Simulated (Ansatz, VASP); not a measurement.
## One calculation of Be, two programs

Contents of INCAR:

```
SYSTEM = Be
PREC = Accurate
ENCUT = 600
EDIFF = 1E-6
ISMEAR = 0
SIGMA = 0.05
LREAL = .False.
LASPH = .True.
NELM = 60
ALGO = Normal
ISIF = 3
LWAVE = .False.
LCHARG = .False.
GGA = PS
IBRION = 2
NSW = 80
EDIFFG = -0.01
```

Contents of KPOINTS:

```
regular mesh
0
Gamma
  20 20 12
  0 0 0
```

POSCAR

```
Be
1.0
    2.2900000000      0.0000000000      0.0000000000
   -1.1450000000      1.9831981747      0.0000000000
    0.0000000000      0.0000000000      3.5884300000
Be
2
Direct
    0.3333333333      0.6666666667      0.7500000000
    0.6666666667      0.3333333333      0.2500000000
```

Input for Ansatz:

```yaml
crystal:
  lattice:
    - [2.29, 0.0, 0.0]
    - [-1.145, 1.9831981747, 0.0]
    - [0.0, 0.0, 3.58843]
  atoms:
    - { symbol: Be, position: [0.3333333333, 0.6666666667, 0.75] }
    - { symbol: Be, position: [0.6666666667, 0.3333333333, 0.25] }
basis:
  ecutwfc: 420
  ecutrho_ratio: 4
kpoints:
  mp_grid: { grid: [20, 20, 12] }
hamiltonian:
  xc: pbesol
scf:
  occupations: { method: gaussian, width: 0.05 }
output:
  forces: true
  stress: true
  eigenvalues: true
relax:
  f_tol: 0.01
  max_steps: 60
  cell: { stress_tol: 0.15 }
```

Alike in both runs: task relaxation of cell and atoms; functional PBEsol; k mesh 20 × 20 × 12; occupations gaussian, width 0.05 eV; no spin polarisation.

|  | VASP | Ansatz |
| --- | --- | --- |
| version | VASP 6.6.1 | Ansatz 0.2.0 |
| potentials or method | VASP PAW PBE potentials, release 64 (Be), cutoff 600 eV | scalar-relativistic, plane waves, PAW |
| valence electrons in the cell | 4 | 4 |

|  | VASP | Ansatz | Ansatz less VASP |
| --- | --- | --- | --- |
| relaxed volume (Å³/atom) | 7.86 | 7.84 | -0.024 |
| relaxed cell length with the largest relative difference (Å) | 2.262 | 2.260 | -0.0025 |

VASP's potentials were made for PBE, not for PBEsol.
